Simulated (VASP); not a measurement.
Set up this calculation in VASP 6.6.1, as the native input.

```
Task                   : single point
Functional             : PBE
Potentials or basis    : VASP PAW PBE potentials, release 64 (Li_sv, F)
Cutoff                 : 520 eV
k mesh                 : 10 × 10 × 10
Occupations            : fermi-dirac, width 0.02 eV
Spin                   : no spin polarisation
Dipole correction      : no
Further INCAR settings : ALGO = Normal; EDIFF = 1e-07; NBANDS = 12
```

The structure of LiF lies in POSCAR:

```
LiF
1.0
    0.0000000000      1.9549743028      1.9549743028
    1.9549743028      0.0000000000      1.9549743028
    1.9549743028      1.9549743028      0.0000000000
Li F
1 1
Direct
    0.0000000000      0.0000000000      0.0000000000
    0.5000000000      0.5000000000      0.5000000000
```

This cell differs from its parent crystal: strain -2.0%.

These files were run (other wordings do the same):

INCAR

```
SYSTEM = LiF
ALGO = Normal
EDIFF = 1E-7
ENCUT = 520
GGA = PE
ISIF = 2
ISMEAR = -1
LASPH = .TRUE.
LCHARG = .FALSE.
LREAL = .FALSE.
LWAVE = .FALSE.
NBANDS = 12
NELM = 100
PREC = Accurate
SIGMA = 0.02
```

KPOINTS

```
k-points
0
G
  10 10 10
  0 0 0
```

Potentials or basis: VASP PAW PBE potentials, release 64 (Li_sv, F).

Command:

```sh
$ cat potpaw_PBE.64/Li_sv/POTCAR potpaw_PBE.64/F/POTCAR > POTCAR
$ mpirun -np 1 vasp_std > vasp.out
```

Results of the run:

| Property | Result |
| --- | --- |
| Band gap on the k mesh | 9.93 eV |

Caveat: the cell differs from its parent crystal (strain -2.0%).

Wall time 3.6 s on 1 thread of Intel(R) Xeon(R) 6975P-C (Granite Rapids), on a shared host, peak memory 0.13 GiB.
